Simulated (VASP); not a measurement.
**CsH: single point with PBEsol**

The system is CsH.

```xyz
2
Lattice="0.0000 3.4242 3.4242 3.4242 0.0000 3.4242 3.4242 3.4242 0.0000" Properties=species:S:1:pos:R:3 pbc="T T T"
Cs    0.0000    0.0000    0.0000
H     5.1363    5.1363    5.1363
```

| Item | Value |
| --- | --- |
| Program | VASP 6.6.1 |
| Task | single point |
| Functional | PBEsol |
| Potentials or basis | VASP PAW PBE potentials, release 64 (Cs_sv, H) |
| Cutoff | 520 eV |
| k mesh | 6 × 6 × 6 |
| Occupations | fermi-dirac, width 0.03 eV |
| Spin | no spin polarisation |

- Pressure: 0.0 GPa
- Band gap on the k mesh: 2.73 eV, indirect (least direct gap 2.77 eV)

Levels at points of the mesh, in eV from the valence-band top:
| k point | band 2 | band 3 | band 4 | band 5 | band 6 | band 7 | band 8 | band 9 |
| --- | --- | --- | --- | --- | --- | --- | --- | --- |
| (0.00, 0.00, 0.00) | -7.71 | -7.71 | -7.71 | -1.16 | 4.32 | 5.06 | 5.06 | 5.06 |
| (0.50, 0.00, 0.00) | -8.20 | -7.77 | -7.77 | -0.32 | 3.69 | 4.99 | 4.99 | 6.46 |
| (0.50, 0.50, 0.00) | -8.18 | -7.87 | -7.87 | -0.05 | 2.73 | 4.40 | 7.75 | 7.75 |

It took 6.8 s on 1 thread of Intel(R) Xeon(R) 6975P-C (Granite Rapids) (shared host), peak memory 0.2 GiB.

Caveat: the PAW data sets were made with another functional, which shifts forces and pressure a little; spin-orbit coupling is left out, which moves the levels of the heavy elements. PBEsol gaps usually lie below the measured ones, often by a third to a half.
